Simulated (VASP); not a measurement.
# Pb (Fd-3m) in VASP: notebook

Pb is run at these levels: r2SCAN; tasks: single point.

All numbers are computed with VASP 6.6.1; they aren't measurements. Logs are shortened: lines on timing, memory, paths and dates and some standing lists are left out, and cuts for length are marked.

### Step 1. The cell of the first run

The structure is cubic, space group Fd-3m (No. 227). The conventional cell has a = 6.953 Å, b = 6.953 Å, c = 6.953 Å, α = 90.00°, β = 90.00°, γ = 90.00°. Pb (site symmetry -43m) has 4 Pb at 3.01 Å within 4.0 Å.

This isn't the form of Pb at room conditions, which is fcc.

### Step 2. Single point, r2SCAN

POSCAR reads:

```
Pb
1.0
    0.0000000000      3.4765015637      3.4765015637
    3.4765015637      0.0000000000      3.4765015637
    3.4765015637      3.4765015637      0.0000000000
Pb
2
Direct
    0.1250000000      0.1250000000      0.1250000000
    0.8750000000      0.8750000000      0.8750000000
```

INCAR.step1 reads:

```
SYSTEM = Pb
  PREC = Accurate
  ENCUT = 520
  ISMEAR = -1
  SIGMA = 0.1
  LREAL = .False.
  LASPH = .True.
  NELM = 80
  NBANDS = 21
  GGA = PE
  ALGO = Normal
  EDIFF = 1E-4
  LWAVE = .True.
  LCHARG = .False.
```

INCAR.step2 reads:

```
SYSTEM = Pb
  PREC = Accurate
  ENCUT = 520
  EDIFF = 1E-6
  ISMEAR = -1
  SIGMA = 0.1
  LREAL = .False.
  LASPH = .True.
  NELM = 80
  ALGO = Normal
  ISIF = 2
  LWAVE = .False.
  LCHARG = .True.
  METAGGA = R2SCAN
  LMIXTAU = .True.
  LELF = .True.
  LVHAR = .True.
  NBANDS = 21
  ISTART = 1
```

KPOINTS reads:

```
regular mesh
0
Gamma
  8 8 8
  0 0 0
```

Potentials or basis: VASP PAW PBE potentials, release 64 (Pb_d).

Run with:

```bash
$ cat potpaw_PBE.64/Pb_d/POTCAR > POTCAR
$ cp INCAR.step1 INCAR
$ mpirun -np 1 vasp_std > vasp.out
$ cp INCAR.step2 INCAR
$ mpirun -np 1 vasp_std > vasp.out
```

OUTCAR:

```text
SYSTEM = Pb
   PREC = Accurate
   ENCUT = 520
   EDIFF = 1E-6
   ISMEAR = -1
   LREAL = .False.
   LASPH = .True.
   NELM = 80
   ISIF = 2
   METAGGA = R2SCAN
   ISTART = 1

 ion  position               nearest neighbor table
   1  0.125  0.125  0.125-   2 3.01   2 3.01   2 3.01   2 3.01
   2  0.875  0.875  0.875-   1 3.01   1 3.01   1 3.01   1 3.01

  LATTYP: Found a face centered cubic cell.
 ALAT       =     6.9530031274

  Lattice vectors:

 A1 = (   0.0000000000,   3.4765015637,   3.4765015637)
 A2 = (   3.4765015637,   0.0000000000,   3.4765015637)
 A3 = (   3.4765015637,   3.4765015637,   0.0000000000)

Analysis of symmetry for initial positions (statically):
=====================================================================
 Subroutine PRICEL returns:
 Original cell was already a primitive cell.

 Routine SETGRP: Setting up the symmetry group for a
 face centered cubic supercell.

 Subroutine GETGRP returns: Found 48 space group operations
 (whereof 12 operations were pure point group operations)
 out of a pool of 48 trial point group operations.

The static configuration has the point symmetry D_3d.
 The point group associated with its full space group is O_h .

Analysis of symmetry for dynamics (positions and initial velocities):
=====================================================================
 Subroutine PRICEL returns:
 Original cell was already a primitive cell.

 Routine SETGRP: Setting up the symmetry group for a
 face centered cubic supercell.

 Subroutine GETGRP returns: Found 48 space group operations
 (whereof 12 operations were pure point group operations)
 out of a pool of 48 trial point group operations.

The dynamic configuration has the point symmetry D_3d.
 The point group associated with its full space group is O_h .

 Subroutine INISYM returns: Found 48 space group operations
 (whereof 12 operations are pure point group operations),
 and found     1 'primitive' translations

----------------------------------------------------------------------------------------

                                     Primitive cell

  volume of cell :      84.0344

  direct lattice vectors                    reciprocal lattice vectors
     0.000000000  3.476501564  3.476501564    -0.143822746  0.143822746  0.143822746
     3.476501564  0.000000000  3.476501564     0.143822746 -0.143822746  0.143822746
     3.476501564  3.476501564  0.000000000     0.143822746  0.143822746 -0.143822746

  length of vectors
     4.916515661  4.916515661  4.916515661     0.249108303  0.249108303  0.249108303

  position of ions in fractional coordinates (direct lattice)
     0.125000000  0.125000000  0.125000000
     0.875000000  0.875000000  0.875000000

  ion indices of the primitive-cell ions
   primitive index   ion index
                 1           1
                 2           2

----------------------------------------------------------------------------------------

 KPOINTS: regular mesh

Automatic generation of k-mesh.
 Grid dimensions read from file:
 generate k-points for:    8    8    8

 Generating k-lattice:

  Cartesian coordinates                     Fractional coordinates (reciprocal lattice)
    -0.017977843  0.017977843  0.017977843     0.125000000  0.000000000  0.000000000
     0.017977843 -0.017977843  0.017977843     0.000000000  0.125000000  0.000000000
     0.017977843  0.017977843 -0.017977843     0.000000000  0.000000000  0.125000000

  Length of vectors
     0.031138538  0.031138538  0.031138538

  Shift w.r.t. Gamma in fractional coordinates (k-lattice)
     0.000000000  0.000000000  0.000000000

 Subroutine IBZKPT returns following result:
 ===========================================

 Found     29 irreducible k-points:

 Following reciprocal coordinates:
            Coordinates               Weight
  0.000000  0.000000  0.000000      1.000000
  0.125000  0.000000  0.000000      8.000000
  0.250000  0.000000  0.000000      8.000000
  0.375000  0.000000  0.000000      8.000000
  0.500000  0.000000  0.000000      4.000000
  0.125000  0.125000  0.000000      6.000000
[... 16 lines left out ...]
  0.500000  0.250000  0.125000     48.000000
 -0.375000  0.250000  0.125000     24.000000
 [... further k-points ...]
   k-points           NKPTS =     29   k-points in BZ     NKDIM =     29   number of bands    NBANDS=     21
   number of dos      NEDOS =    301   number of ions     NIONS =      2
   total plane-waves  NPLWV =  64000
   dimension x,y,z NGX =    40 NGY =   40 NGZ =   40
   dimension x,y,z NGXF=    80 NGYF=   80 NGZF=   80
   ions per type =               2
   NGX,Y,Z   is equivalent  to a cutoff of  13.53, 13.53, 13.53 a.u.
   NGXF,Y,Z  is equivalent  to a cutoff of  27.05, 27.05, 27.05 a.u.
 SYSTEM =  Pb
   PREC   = accura    normal or accurate (medium, high low for compatibility)
   ISTART =      1    job   : 0-new  1-cont  2-samecut
   ICHARG =      0    charge: 1-file 2-atom 10-const
   ISPIN  =      1    spin polarized calculation?
   LNONCOLLINEAR =      F non collinear calculations
   LSORBIT =      F    spin-orbit coupling
   LASPH  =      T    aspherical Exc in radial PAW
   ENCUT  =  520.0 eV  38.22 Ry    6.18 a.u.   9.14  9.14  9.14*2*pi/ulx,y,z
   NELM   =     80;   NELMIN=  2; NELMDL=  0     # of ELM steps
   EDIFF  = 0.1E-05   stopping-criterion for ELM
   LREAL  =      F    real-space projection
   EDIFFG = 0.1E-04   stopping-criterion for IOM
   NSW    =      0    number of steps for IOM
   IBRION =     -1    ionic relax: 0-MD 1-quasi-New 2-CG
   NFREE  =      0    steps in history (QN), initial steepest desc. (CG)
   ISIF   =      2    stress and relaxation
   ISYM   =      2    0-nonsym 1-usesym 2-fastsym
   POTIM  = 0.5000    time-step for ionic-motion
   TEBEG  =    0.0;   TEEND  =   0.0 temperature during run
   PSTRESS=    0.0 pullay stress
   NELECT =      28.0000    total number of electrons
   NUPDOWN=      -1.0000    fix difference up-down
   EMIN   =  10.00;   EMAX   =-10.00  energy-range for DOS
   EFERMI =   0.00;   METHOD = LEGACY
   ISMEAR =    -1;   SIGMA  =   0.10  broadening in eV -4-tet -1-fermi 0-gaus
   EFERMI_NEDOS =   21; number of points for ismear=-14 and -15
   IALGO  =     38    algorithm
   IMIX   =      4    mixing-type and parameters
     AMIX     =   0.40;   BMIX     =  1.00
     AMIX_MAG =   1.60;   BMIX_MAG =  1.00
  volume/ion in A,a.u.               =      42.02       283.55
  Fermi-wavevector in a.u.,A,eV,Ry     =   1.134946  2.144736 17.525688  1.288102
  Thomas-Fermi vector in A             =   2.271650
   LORBIT       =      0    0 simple, 1 ext, 2 COOP (PROOUT), +10 PAW based schemes
   METAGGA = R2SCAN    functional components
   LHFCALC =     F    Hartree Fock is set to
   AEXX    =    0.0000 exact exchange contribution
   IVDW    =     0    specifies the selected vdW correction
   LEPSILON=     F    determine dielectric tensor
   LRPA    =     F    only Hartree local field effects (RPA)
 non-spin polarized calculation
  energy-cutoff  :      520.00
  volume of cell :       84.03
 maximum number of plane-waves:      2276
 NGX is ok and might be reduce to    40
   NGX = 19   NGY = 19   NGZ = 19

 number of electron      28.0000000 magnetization

 Free energy of the ion-electron system (eV)
  ---------------------------------------------------
  ext. energy  EPLUGINS =         0.00000000
  ---------------------------------------------------
  free energy    TOTEN  =      -112.21457231 eV

  energy without entropy =     -112.20041359  energy(sigma->0) =     -112.20749295

 E-fermi :   3.9101     XC(G=0):  -8.9080

 val. band max:        3.6368444363   @ k =   0.1250   0.1250   0.0000
 cond. band min:       3.9457855641   @ k =  -0.1250   0.1250   0.0000
 fundamental gap:      0.3089411279
 Fermi energy:         3.9101072642

 k-point     1 :       0.0000    0.0000    0.0000
  band No.  band energies     occupation
      1     -13.8160      2.00000
      2     -13.8160      2.00000
      3     -13.8160      2.00000
      4     -13.7391      2.00000
      5     -13.7391      2.00000
      6     -13.3183      2.00000
[... 13 lines left out ...]
     20      12.3392      0.00000
     21      12.3392      0.00000

 k-point     2 :       0.1250    0.0000    0.0000
  band No.  band energies     occupation
      1     -13.8311      2.00000
      2     -13.8311      2.00000
      3     -13.8126      2.00000
      4     -13.7176      2.00000
      5     -13.7176      2.00000
      6     -13.3426      2.00000
[... 13 lines left out ...]
     20      11.6022      0.00000
     21      11.6022      0.00000

 k-point     3 :       0.2500    0.0000    0.0000
  band No.  band energies     occupation
      1     -13.8508      2.00000
      2     -13.8508      2.00000
      3     -13.8041      2.00000
      4     -13.6839      2.00000
      5     -13.6839      2.00000
      6     -13.3706      2.00000
[... 13 lines left out ...]
     20      11.3922      0.00000
     21      11.3922      0.00000

 k-point     4 :       0.3750    0.0000    0.0000
  band No.  band energies     occupation
      1     -13.8614      2.00000
      2     -13.8614      2.00000
      3     -13.7951      2.00000
      4     -13.6625      2.00000
      5     -13.6625      2.00000
      6     -13.3856      2.00000
[... 13 lines left out ...]
     20      11.9983      0.00000
     21      11.9983      0.00000

 k-point     5 :       0.5000    0.0000    0.0000
  band No.  band energies     occupation
      1     -13.8642      2.00000
      2     -13.8642      2.00000
      3     -13.7912      2.00000
      4     -13.6564      2.00000
      5     -13.6564      2.00000
      6     -13.3890      2.00000
[... 13 lines left out ...]
     20      12.0513      0.00000
     21      12.7221      0.00000
[... 382 lines left out ...]
     20      12.3331      0.00000
     21      14.5449      0.00000

 k-point    22 :       0.3750    0.2500    0.1250
  band No.  band energies     occupation
      1     -13.8708      2.00000
      2     -13.8675      2.00000
      3     -13.7883      2.00000
      4     -13.6684      2.00000
      5     -13.6152      2.00000
      6     -13.4789      2.00000
[... 13 lines left out ...]
     20      11.5228      0.00000
     21      12.2952      0.00000

 k-point    23 :       0.5000    0.2500    0.1250
  band No.  band energies     occupation
      1     -13.8947      2.00000
      2     -13.8794      2.00000
      3     -13.7491      2.00000
      4     -13.6386      2.00000
      5     -13.5897      2.00000
      6     -13.4986      2.00000
[... 13 lines left out ...]
     20      11.6644      0.00000
     21      12.7151      0.00000

 k-point    24 :      -0.3750    0.2500    0.1250
  band No.  band energies     occupation
      1     -13.9048      2.00000
      2     -13.8822      2.00000
      3     -13.7308      2.00000
      4     -13.6168      2.00000
      5     -13.5923      2.00000
      6     -13.4926      2.00000
[... 13 lines left out ...]
     20      12.1846      0.00000
     21      12.9087      0.00000

 [... further k-points ...]

------------------------ aborting loop because EDIFF is reached ----------------------------------------

  FORCE on cell =-STRESS in cart. coord.  units (eV):
  Direction    XX          YY          ZZ          XY          YZ          ZX
  --------------------------------------------------------------------------------------
  -------------------------------------------------------------------------------------
  Total       -0.0124991     -0.0124991     -0.0124991     -0.0000000     -0.0000000     -0.0000000
  in kB       -0.2383053     -0.2383053     -0.2383053     -0.0000000     -0.0000000     -0.0000000
  external PRESSURE =      -0.2383053 kB  Pullay stress =       0.0000000 kB

 VOLUME and BASIS-vectors are now :
 -----------------------------------------------------------------------------
  energy-cutoff  :      520.00
  volume of cell :       84.03
      direct lattice vectors                 reciprocal lattice vectors
     0.000000000  3.476501564  3.476501564    -0.143822746  0.143822746  0.143822746
     3.476501564  0.000000000  3.476501564     0.143822746 -0.143822746  0.143822746
     3.476501564  3.476501564  0.000000000     0.143822746  0.143822746 -0.143822746

 POSITION                                       TOTAL-FORCE (eV/Angst)
 -----------------------------------------------------------------------------------
      0.86913      0.86913      0.86913         0.000000     -0.000000      0.000000
      6.08388      6.08388      6.08388        -0.000000      0.000000     -0.000000
 -----------------------------------------------------------------------------------
    total drift:                                0.000000      0.000000     -0.000000

  FREE ENERGIE OF THE ION-ELECTRON SYSTEM (eV)
  ---------------------------------------------------
  free  energy   TOTEN  =      -112.2145723130 eV

  energy  without entropy=     -112.2004135923  energy(sigma->0) =     -112.20749295
```

Run time: 2.5 min. Hardware: 1 thread of AMD EPYC 9R45 (Zen 5), shared host; peak memory 0.23 GiB.

What came out:

```yaml
Free_energy: -112.2146 eV
Pressure: 0.0 GPa
Band_gap_on_the_k_mesh: zero (bands 14 and 15 overlap by 1.15 eV)
```

Levels at points of the mesh, in eV from the Fermi level:
```
           k point  band 12  band 13  band 14  band 15  band 16  band 17
(0.00, 0.00, 0.00)    -4.06     0.37     0.37     0.37     2.53     2.53
(0.50, 0.00, 0.00)    -7.30    -0.90    -0.78    -0.78     3.70     3.70
(0.50, 0.50, 0.00)    -8.74    -2.00    -2.00     1.01     1.01     7.38
```

Caveat: the PAW data sets were made with another functional, which shifts forces and pressure a little; spin-orbit coupling is left out, which moves the levels of the heavy elements.

[end of part 1 of 2]

The gap in the log of VASP goes by the Fermi energy; the results here count the filled bands.